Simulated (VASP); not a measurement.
# Ga5N (P-62m) in VASP: a series of runs, part 2 of 2

VASP 6.6.1.

## (3) Single point, PBE

This run uses another cell than the first one, of 17.13 Å³/atom.

INCAR reads:

```
SYSTEM = Ga5N
  ALGO = Normal
  EDIFF = 1E-7
  ENCUT = 520
  GGA = PE
  ISIF = 2
  ISMEAR = 0
  LASPH = .True.
  LCHARG = .False.
  LREAL = .False.
  LWAVE = .False.
  NBANDS = 44
  NELM = 80
  PREC = Accurate
  SIGMA = 0.1
```

KPOINTS reads:

```
k-points
0
Gamma
  6 6 4
  0 0 0
```

POSCAR reads:

```
Ga5N
1.0
    5.0265709700      0.0000000000      0.0000000000
   -2.5132854800      4.3531381500      0.0000000000
    0.0000000000      0.0000000000      4.6974708700
Ga N
5 1
Direct
    0.6647854400      0.6647854400      0.0000000000
    0.3333333300      0.6666666700      0.5000000000
    0.0000000000      0.3352145600      0.0000000000
    0.3352145600      0.0000000000      0.0000000000
    0.6666666700      0.3333333300      0.5000000000
    0.0000000000      0.0000000000      0.5000000000
```

Potentials or basis: VASP PAW PBE potentials, release 64 (Ga_d, N).

Command:

```sh
$ cat potpaw_PBE.64/Ga_d/POTCAR potpaw_PBE.64/N/POTCAR > POTCAR
$ mpirun -np 1 vasp_std > vasp.out
```

OUTCAR:

```text
SYSTEM = Ga5N
   EDIFF = 1E-7
   ENCUT = 520
   GGA = PE
   ISIF = 2
   ISMEAR = 0
   LASPH = .True.
   LREAL = .False.
   NELM = 80
   PREC = Accurate

 ion  position               nearest neighbor table
   1  0.665  0.665  0.000-   5 2.88   5 2.88   2 2.88   2 2.88   4 2.89   4 2.89   3 2.89   3 2.89
                             3 2.92   4 2.92
   2  0.333  0.667  0.500-   4 2.88   4 2.88   3 2.88   3 2.88   1 2.88   1 2.88   5 2.90   5 2.90
                             5 2.90
   3  0.000  0.335  0.000-   5 2.88   5 2.88   2 2.88   2 2.88   4 2.89   1 2.89   4 2.89   1 2.89
                             1 2.92   4 2.92
   4  0.335  0.000  0.000-   2 2.88   2 2.88   5 2.88   5 2.88   1 2.89   3 2.89   1 2.89   3 2.89
                             3 2.92   1 2.92
   5  0.667  0.333  0.500-   3 2.88   3 2.88   4 2.88   4 2.88   1 2.88   1 2.88   2 2.90   2 2.90
                             2 2.90
   6  0.000  0.000  0.500-

  LATTYP: Found a hexagonal cell.
 ALAT       =     5.0265709700
 C/A-ratio  =     0.9345279114

  Lattice vectors:

 A1 = (   5.0265709700,   0.0000000000,   0.0000000000)
 A2 = (  -2.5132854800,   4.3531381500,   0.0000000000)
 A3 = (   0.0000000000,   0.0000000000,   4.6974708700)

Analysis of symmetry for initial positions (statically):
=====================================================================
 Subroutine PRICEL returns:
 Original cell was already a primitive cell.

 Routine SETGRP: Setting up the symmetry group for a
 hexagonal supercell.

 Subroutine GETGRP returns: Found 12 space group operations
 (whereof 12 operations were pure point group operations)
 out of a pool of 24 trial point group operations.

The static configuration has the point symmetry D_3h.

Analysis of symmetry for dynamics (positions and initial velocities):
=====================================================================
 Subroutine PRICEL returns:
 Original cell was already a primitive cell.

 Routine SETGRP: Setting up the symmetry group for a
 hexagonal supercell.

 Subroutine GETGRP returns: Found 12 space group operations
 (whereof 12 operations were pure point group operations)
 out of a pool of 24 trial point group operations.

The dynamic configuration has the point symmetry D_3h.

 Subroutine INISYM returns: Found 12 space group operations
 (whereof 12 operations are pure point group operations),
 and found     1 'primitive' translations

----------------------------------------------------------------------------------------

                                     Primitive cell

  volume of cell :     102.7870

  direct lattice vectors                    reciprocal lattice vectors
     5.026570970  0.000000000  0.000000000     0.198942779  0.114859667  0.000000000
    -2.513285480  4.353138150  0.000000000     0.000000000  0.229719335  0.000000000
     0.000000000  0.000000000  4.697470870     0.000000000  0.000000000  0.212880511

  length of vectors
     5.026570970  5.026570964  4.697470870     0.229719335  0.229719335  0.212880511

  position of ions in fractional coordinates (direct lattice)
     0.664785440  0.664785440  0.000000000
     0.333333330  0.666666670  0.500000000
     1.000000000  0.335214560  0.000000000
     0.335214560  0.000000000  0.000000000
     0.666666670  0.333333330  0.500000000
[... 39 lines left out ...]
  0.000000  0.000000  0.000000      1.000000
  0.166667 -0.000000  0.000000      6.000000
  0.333333  0.000000  0.000000      6.000000
  0.500000  0.000000  0.000000      3.000000
  0.166667  0.166667  0.000000      6.000000
  0.333333  0.166667  0.000000     12.000000
[... 13 lines left out ...]
  0.333333  0.166667  0.500000     12.000000
  0.333333  0.333333  0.500000      2.000000
   k-points           NKPTS =     21   k-points in BZ     NKDIM =     21   number of bands    NBANDS=     44
   number of dos      NEDOS =    301   number of ions     NIONS =      6
   total plane-waves  NPLWV =  57600
   dimension x,y,z NGX =    40 NGY =   40 NGZ =   36
   dimension x,y,z NGXF=    80 NGYF=   80 NGZF=   72
   ions per type =               5   1
   NGX,Y,Z   is equivalent  to a cutoff of  13.23, 13.23, 12.74 a.u.
   NGXF,Y,Z  is equivalent  to a cutoff of  26.46, 26.46, 25.48 a.u.
 SYSTEM =  Ga5N
   PREC   = accura    normal or accurate (medium, high low for compatibility)
   ISTART =      0    job   : 0-new  1-cont  2-samecut
   ICHARG =      2    charge: 1-file 2-atom 10-const
   ISPIN  =      1    spin polarized calculation?
   LNONCOLLINEAR =      F non collinear calculations
   LSORBIT =      F    spin-orbit coupling
   LASPH  =      T    aspherical Exc in radial PAW
   ENCUT  =  520.0 eV  38.22 Ry    6.18 a.u.   9.35  9.35  8.73*2*pi/ulx,y,z
   NELM   =     80;   NELMIN=  2; NELMDL= -5     # of ELM steps
   EDIFF  = 0.1E-06   stopping-criterion for ELM
   LREAL  =      F    real-space projection
   EDIFFG = 0.1E-05   stopping-criterion for IOM
   NSW    =      0    number of steps for IOM
   IBRION =     -1    ionic relax: 0-MD 1-quasi-New 2-CG
   NFREE  =      0    steps in history (QN), initial steepest desc. (CG)
   ISIF   =      2    stress and relaxation
   ISYM   =      2    0-nonsym 1-usesym 2-fastsym
   POTIM  = 0.5000    time-step for ionic-motion
   TEBEG  =    0.0;   TEEND  =   0.0 temperature during run
   PSTRESS=    0.0 pullay stress
   NELECT =      70.0000    total number of electrons
   NUPDOWN=      -1.0000    fix difference up-down
   EMIN   =  10.00;   EMAX   =-10.00  energy-range for DOS
   EFERMI =   0.00;   METHOD = LEGACY
   ISMEAR =     0;   SIGMA  =   0.10  broadening in eV -4-tet -1-fermi 0-gaus
   EFERMI_NEDOS =   21; number of points for ismear=-14 and -15
   IALGO  =     38    algorithm
   IMIX   =      4    mixing-type and parameters
     AMIX     =   0.40;   BMIX     =  1.00
     AMIX_MAG =   1.60;   BMIX_MAG =  1.00
  volume/ion in A,a.u.               =      17.13       115.61
  Fermi-wavevector in a.u.,A,eV,Ry     =   1.440328  2.721825 28.225893  2.074545
  Thomas-Fermi vector in A             =   2.559084
   LORBIT       =      0    0 simple, 1 ext, 2 COOP (PROOUT), +10 PAW based schemes
   GGA     = PE    functional components
   LHFCALC =     F    Hartree Fock is set to
   AEXX    =    0.0000 exact exchange contribution
   IVDW    =     0    specifies the selected vdW correction
   LEPSILON=     F    determine dielectric tensor
   LRPA    =     F    only Hartree local field effects (RPA)
 non-spin polarized calculation
 Gauss-broadening in eV      SIGMA  =   0.10
  energy-cutoff  :      520.00
  volume of cell :      102.79
 maximum number of plane-waves:      2789
 NGX is ok and might be reduce to    40
   NGX = 19   NGY = 19   NGZ = 17

 number of electron      69.9999963 magnetization

 Free energy of the ion-electron system (eV)
  ---------------------------------------------------
  ext. energy  EPLUGINS =         0.00000000
  ---------------------------------------------------
  free energy    TOTEN  =       -19.14108110 eV

  energy without entropy =      -19.11767135  energy(sigma->0) =      -19.12937623

 E-fermi :   5.0785     XC(G=0): -11.0655

 val. band max:        5.0725118283   @ k =   0.0000   0.0000   0.2500
 cond. band min:       5.1342122487   @ k =   0.3333   0.1667   0.0000
 fundamental gap:      0.0617004204
 Fermi energy:         5.0785095799

 k-point     1 :       0.0000    0.0000    0.0000
  band No.  band energies     occupation
      1      -9.8299      2.00000
      2      -9.8299      2.00000
      3      -9.8239      2.00000
      4      -9.7357      2.00000
      5      -9.7239      2.00000
      6      -9.7209      2.00000
[... 976 lines left out ...]
     43      12.0215      0.00000
     44      12.3881      0.00000

------------------------ aborting loop because EDIFF is reached ----------------------------------------

  FORCE on cell =-STRESS in cart. coord.  units (eV):
  Direction    XX          YY          ZZ          XY          YZ          ZX
  --------------------------------------------------------------------------------------
  -------------------------------------------------------------------------------------
  Total       -1.7351871     -1.7351871     -0.3772617     -0.0000000     -0.0000000      0.0000000
  in kB      -27.0469646    -27.0469646     -5.8805095     -0.0000000     -0.0000000      0.0000000
  external PRESSURE =     -19.9914796 kB  Pullay stress =       0.0000000 kB

 VOLUME and BASIS-vectors are now :
 -----------------------------------------------------------------------------
  energy-cutoff  :      520.00
  volume of cell :      102.79
      direct lattice vectors                 reciprocal lattice vectors
     5.026570970  0.000000000  0.000000000     0.198942779  0.114859667  0.000000000
    -2.513285480  4.353138150  0.000000000     0.000000000  0.229719335  0.000000000
     0.000000000  0.000000000  4.697470870     0.000000000  0.000000000  0.212880511

 POSITION                                       TOTAL-FORCE (eV/Angst)
 -----------------------------------------------------------------------------------
      1.67080      2.89390      0.00000         0.414879      0.718592      0.000000
     -0.00000      2.90209      2.34874         0.000000      0.000000     -0.000000
     -0.84249      1.45924      0.00000         0.414879     -0.718592     -0.000000
      1.68498      0.00000      0.00000        -0.829758      0.000000      0.000000
      2.51329      1.45105      2.34874        -0.000000      0.000000     -0.000000
      0.00000      0.00000      2.34874         0.000000      0.000000     -0.000000
 -----------------------------------------------------------------------------------
    total drift:                                0.000000      0.000001      0.000000

  FREE ENERGIE OF THE ION-ELECTRON SYSTEM (eV)
  ---------------------------------------------------
  free  energy   TOTEN  =       -19.1410811029 eV

  energy  without entropy=      -19.1176713518  energy(sigma->0) =      -19.12937623
```

Wall time 100 s (1 thread of Intel Xeon Platinum 8259CL at 2.50GHz (Skylake/Cascade Lake), shared host); peak memory 0.26 GiB.

What came out:

| Property | Result |
| --- | --- |
| Free energy | -19.1411 eV |
| Pressure | -2.0 GPa |
| Largest force | 0.830 eV/Å |
| Band gap on the k mesh | zero (bands 35 and 36 overlap by 1.75 eV) |

Forces in eV/Å, atoms in the order of the input:
```
Ga   0.415  0.719  0.000
Ga   0.000  0.000  0.000
Ga   0.415 -0.719  0.000
Ga  -0.830  0.000  0.000
Ga   0.000  0.000  0.000
N    0.000  0.000  0.000
```

## (4) Single point, PBE

This run uses another cell than the first one, of 17.22 Å³/atom.

INCAR reads:

```
SYSTEM = Ga5N
ALGO = Normal
EDIFF = 1E-7
ENCUT = 520
GGA = PE
ISIF = 2
ISMEAR = 0
LASPH = .TRUE.
LCHARG = .FALSE.
LREAL = .FALSE.
LWAVE = .FALSE.
NBANDS = 44
NELM = 100
PREC = Accurate
SIGMA = 0.1
```

KPOINTS reads:

```
k-points
0
G
  6 6 14
  0 0 0
```

POSCAR reads:

```
Ga5N
1.0
    6.5018223612      0.0000000000      0.0000000000
   -3.2509111806      5.6307433357      0.0000000000
    0.0000000000      0.0000000000      2.8219960140
Ga N
5 1
Direct
    0.7424176614      0.7424176614      0.0000000000
    0.3333333333      0.6666666667      0.5000000000
    0.0000000000      0.2575823386      0.0000000000
    0.2575823386      0.0000000000      0.0000000000
    0.6666666667      0.3333333333      0.5000000000
    0.0000000000      0.0000000000      0.5000000000
```

Command:

```sh
$ cat potpaw_PBE.64/Ga_d/POTCAR potpaw_PBE.64/N/POTCAR > POTCAR
$ mpirun -np 1 vasp_std > vasp.out
```

It took 4.1 min on 1 thread of Intel Xeon Platinum 8259CL at 2.50GHz (Skylake/Cascade Lake), shared host; peak memory 0.34 GiB.

The run converged. Its results:

- Free energy: -21.6249 eV
- Pressure: 0.2 GPa
- Largest force: 0.027 eV/Å
- Band gap on the k mesh: zero (bands 35 and 36 overlap by 1.49 eV)

Forces on the atoms (eV/Å):
```
Ga  -0.013 -0.023  0.000
Ga   0.000  0.000  0.000
Ga  -0.013  0.023  0.000
Ga   0.027  0.000  0.000
Ga   0.000  0.000  0.000
N    0.000  0.000  0.000
```

Stress tensor (GPa, compression positive):
```
0.13 0.00 0.00
0.00 0.13 0.00
0.00 0.00 0.22
```

Levels at points of the mesh, in eV from the Fermi level:
| k point | band 33 | band 34 | band 35 | band 36 | band 37 | band 38 |
| --- | --- | --- | --- | --- | --- | --- |
| (0.00, 0.00, 0.00) | -1.49 | -0.83 | -0.65 | -0.65 | 4.70 | 4.70 |
| (0.50, 0.00, 0.00) | -2.39 | -1.48 | -0.90 | 0.85 | 2.42 | 2.81 |
| (0.00, 0.00, 0.50) | -2.33 | -2.31 | -1.90 | 0.12 | 0.12 | 0.97 |
| (0.50, 0.00, 0.50) | -2.36 | -2.18 | -0.51 | 0.02 | 0.96 | 1.19 |

## (5) Relaxation of cell and atoms, PBE

This run uses another cell than the first one, of 17.13 Å³/atom.

INCAR reads:

```
SYSTEM = Ga5N
  PREC = Accurate
  ENCUT = 600
  EDIFF = 1E-6
  ISMEAR = 0
  SIGMA = 0.1
  LREAL = .False.
  LASPH = .True.
  NELM = 60
  ALGO = Normal
  ISIF = 3
  LWAVE = .False.
  LCHARG = .False.
  GGA = PE
  IBRION = 2
  NSW = 90
  EDIFFG = -0.04
```

KPOINTS reads:

```
regular mesh
0
Gamma
  6 6 4
  0 0 0
```

POSCAR reads:

```
Ga5N
1.0
    5.0265709700      0.0000000000      0.0000000000
   -2.5132854800      4.3531381500      0.0000000000
    0.0000000000      0.0000000000      4.6974708700
Ga N
5 1
Direct
    0.6647854400      0.6647854400      0.0000000000
    0.3333333300      0.6666666700      0.5000000000
    0.0000000000      0.3352145600      0.0000000000
    0.3352145600      0.0000000000      0.0000000000
    0.6666666700      0.3333333300      0.5000000000
    0.0000000000      0.0000000000      0.5000000000
```

Command:

```sh
$ cat potpaw_PBE.64/Ga_d/POTCAR potpaw_PBE.64/N/POTCAR > POTCAR
$ mpirun -np 1 vasp_std > vasp.out
```

Run time: 14 min. Hardware: 1 thread of Intel Xeon Platinum 8259CL at 2.50GHz (Skylake/Cascade Lake), shared host; peak memory 0.3 GiB.

The run converged. Its results:

* Free energy: -19.3864 eV
* Relaxed volume: 16.50 Å³/atom
* Relaxed cell: a = 5.001 Å, b = 5.001 Å, c = 4.570 Å, α = 90.00°, β = 90.00°, γ = 120.00°
* Space group after relaxing (to 0.1 Å): P-62m (No. 189)
* Energy gained by relaxing: 40.8 meV/atom
* Ionic steps: 11
* Pressure after relaxing: 0.2 GPa
* Largest force after relaxing: 0.015 eV/Å
* Band gap on the k mesh: zero (bands 35 and 36 overlap by 1.44 eV)

Forces on the atoms (eV/Å):
```
Ga   0.008  0.013  0.000
Ga   0.000  0.000  0.000
Ga   0.008 -0.013  0.000
Ga  -0.015  0.000  0.000
Ga   0.000  0.000  0.000
N    0.000  0.000  0.000
```

Step by step:
```tsv
step	energy change (eV)	largest force (eV/Å)	pressure (GPa)	volume (Å³)
1	0.0000	0.8298	-2.06	102.79
2	-0.1248	0.6796	-0.34	99.53
3	-0.1797	0.3523	2.00	96.06
4	-0.2187	0.0126	0.56	98.11
5	-0.2198	0.0442	0.51	98.42
6	-0.2326	0.0683	-0.25	99.47
7	-0.2352	0.1376	-0.66	100.19
8	-0.2427	0.1107	-0.18	99.44
9	-0.2433	0.0959	-0.05	99.12
10	-0.2446	0.0089	0.41	98.99
11	-0.2445	0.0151	0.17	98.99
```

Final structure:
```xyz
6
Lattice="5.0010 0.0000 0.0000 -2.5005 4.3310 0.0000 0.0000 0.0000 4.5705" Properties=species:S:1:pos:R:3 pbc="T T T"
Ga    1.7367    3.0081    0.0000
Ga    0.0000    2.8873    2.2852
Ga   -0.7638    1.3229    0.0000
Ga   -0.9730    4.3310    0.0000
Ga    2.5005    1.4437    2.2852
N    -2.5005    4.3310    2.2852
```

Levels at points of the mesh, in eV from the Fermi level:
```
           k point  band 31  band 32  band 33  band 34  band 35  band 36  band 37  band 38  band 39  band 40
(0.00, 0.00, 0.00)    -3.70    -3.37    -2.44    -2.44     0.19     0.55     0.96     0.96     3.73     3.84
(0.50, 0.00, 0.00)    -2.75    -2.35    -1.39    -0.27    -0.05     0.32     0.86     2.04     2.66     3.35
(0.00, 0.00, 0.50)    -2.38    -1.91    -1.90    -1.90    -1.16    -0.54    -0.54    -0.40    -0.40     1.52
(0.50, 0.00, 0.50)    -3.88    -3.44    -3.06     0.05     0.74     1.19     1.98     4.11     4.63     4.68
```

## (6) Single point, PBE

This run uses another cell than the first one, of 17.14 Å³/atom.

INCAR reads:

```
SYSTEM = Ga5N
PREC = Accurate ; ENCUT = 520
EDIFF = 1E-7 ; ISMEAR = 0
SIGMA = 0.1 ; LREAL = .FALSE.
LASPH = .TRUE. ; NELM = 80
ALGO = Normal ; ISIF = 2
LWAVE = .FALSE. ; LCHARG = .TRUE.
GGA = PE ; LELF = .TRUE.
LVHAR = .TRUE. ; NBANDS = 44
```

KPOINTS reads:

```
Automatic mesh
0
G
  12 12 8
  0 0 0
```

POSCAR reads:

```
Ga5N
1.0
    6.4738511735      0.0000000000      0.0000000000
   -3.2369255867      5.6065195765      0.0000000000
    0.0000000000      0.0000000000      2.8327458605
Ga N
5 1
Direct
    0.7413466500      0.7413466500      0.0000000000
    0.3333333333      0.6666666667      0.5000000000
    0.0000000000      0.2586533500      0.0000000000
    0.2586533500      0.0000000000      0.0000000000
    0.6666666667      0.3333333333      0.5000000000
    0.0000000000      0.0000000000      0.5000000000
```

Potentials or basis: VASP PAW PBE potentials, release 64 (Ga_d, N).

Command:

```sh
$ cat potpaw_PBE.64/Ga_d/POTCAR potpaw_PBE.64/N/POTCAR > POTCAR
$ mpirun -np 1 vasp_std > vasp.out
```

Wall time 6.5 min (1 thread of Intel Xeon Platinum 8259CL at 2.50GHz (Skylake/Cascade Lake), shared host); peak memory 0.44 GiB.

Results (log left out):

```
Free energy            : -21.6608 eV
Pressure               : 0.2 GPa
Largest force          : 0.026 eV/Å
Band gap on the k mesh : zero (bands 35 and 36 overlap by 2.09 eV)
```

Forces on the atoms (eV/Å):
```
Ga  -0.013 -0.023  0.000
Ga   0.000  0.000  0.000
Ga  -0.013  0.023  0.000
Ga   0.026  0.000  0.000
Ga   0.000  0.000  0.000
N    0.000  0.000  0.000
```

Levels at points of the mesh, in eV from the Fermi level:
```
           k point  band 32  band 33  band 34  band 35  band 36  band 37  band 38  band 39
(0.00, 0.00, 0.00)    -4.45    -1.48    -0.71    -0.57    -0.57     4.81     4.81     4.95
(0.50, 0.00, 0.00)    -2.63    -2.31    -1.47    -0.84     0.93     2.52     2.89     3.61
(0.00, 0.00, 0.50)    -2.32    -2.32    -2.29    -1.87     0.12     0.12     0.96     0.96
(0.50, 0.00, 0.50)    -3.35    -2.32    -2.17    -0.48     0.06     0.98     1.26     2.56
```

## (7) Summary

| task | cell | k mesh | cutoff (eV) | gap on the mesh (eV) | pressure (GPa) | largest force (eV/Å) |
| --- | --- | --- | --- | --- | --- | --- |
| single point | a = 5.012, b = 5.012, c = 4.574 Å, angles 90.0, 90.0, 120.0°, 6 atoms, atomic positions A | 6 × 6 × 4 | 520 | none | 0.0 | 0.01 |
| single point | a = 5.027, b = 5.027, c = 4.697 Å, angles 90.0, 90.0, 120.0°, 6 atoms, atomic positions B | 6 × 6 × 4 | 520 | none | -2.0 | 0.83 |
| single point | a = 6.502, b = 6.502, c = 2.822 Å, angles 90.0, 90.0, 120.0°, 6 atoms, atomic positions C | 6 × 6 × 14 | 520 | none | 0.2 | 0.03 |
| relaxation of cell and atoms | relaxed from a = 5.027, b = 5.027, c = 4.697 Å, angles 90.0, 90.0, 120.0°, 6 atoms, atomic positions B | 6 × 6 × 4 | 600 | none | 0.2 | 0.02 |
| single point | a = 6.474, b = 6.474, c = 2.833 Å, angles 90.0, 90.0, 120.0°, 6 atoms, atomic positions D | 12 × 12 × 8 | 520 | none | 0.2 | 0.03 |

Alike in all rows: level PBE; potentials or basis VASP PAW PBE potentials, release 64 (Ga_d, N); no spin polarisation; smearing gaussian 0.1 eV.

Absolute energies hang on the potentials; compare differences alone.

The gap in the log of VASP goes by the Fermi energy; the results here count the filled bands.